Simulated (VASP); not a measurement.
Set up this calculation in VASP 6.6.1, as the native input.

```yaml
Task: single point
Functional: PBE
Potentials_or_basis: VASP PAW PBE potentials, release 64 (Ni)
Cutoff: 520 eV
k_mesh: 11 × 11 × 11
Occupations: fermi-dirac, width 0.05 eV
Spin: collinear spin, ferromagnetic start
Starting_moments: "[1.0] μB"
Dipole_correction: no
Further_INCAR_settings: ALGO = Normal; EDIFF = 1e-07; NBANDS = 15
```

The structure of Ni lies in POSCAR:

```
Ni
1.0
    0.0000000000      1.7375729330      1.7549486623
    1.7375729330      0.0000000000      1.7549486623
    1.7375729330      1.7375729330      0.0000000000
Ni
1
Direct
    0.0000000000      0.0000000000      0.0000000000
```

One way to write it, as run:

INCAR

```
PREC = Accurate
ENCUT = 520
EDIFF = 1E-7
ISMEAR = -1
SIGMA = 0.05
LREAL = False
LASPH = True
NELM = 150
ALGO = Normal
ISIF = 2
LWAVE = False
LCHARG = False
ISPIN = 2
MAGMOM = 1
LORBIT = 11
LMAXMIX = 4
GGA = PE
NBANDS = 15
```

KPOINTS

```
regular mesh
0
Gamma
  11 11 11
```

Potentials or basis: VASP PAW PBE potentials, release 64 (Ni).

Launch:

```bash
$ cat potpaw_PBE.64/Ni/POTCAR > POTCAR
$ mpirun -np 1 vasp_std > vasp.out
```

It gave:

```
Pressure                                              : 5.3 GPa
Net moment                                            : 0.57 μB per cell
Site moments                                          : Ni +0.58 μB
Valence electrons inside the program's atomic spheres : Ni 9.36
```

It took 24 s on 1 thread of Intel Xeon 6975P-C (shared host), peak memory 0.15 GiB.
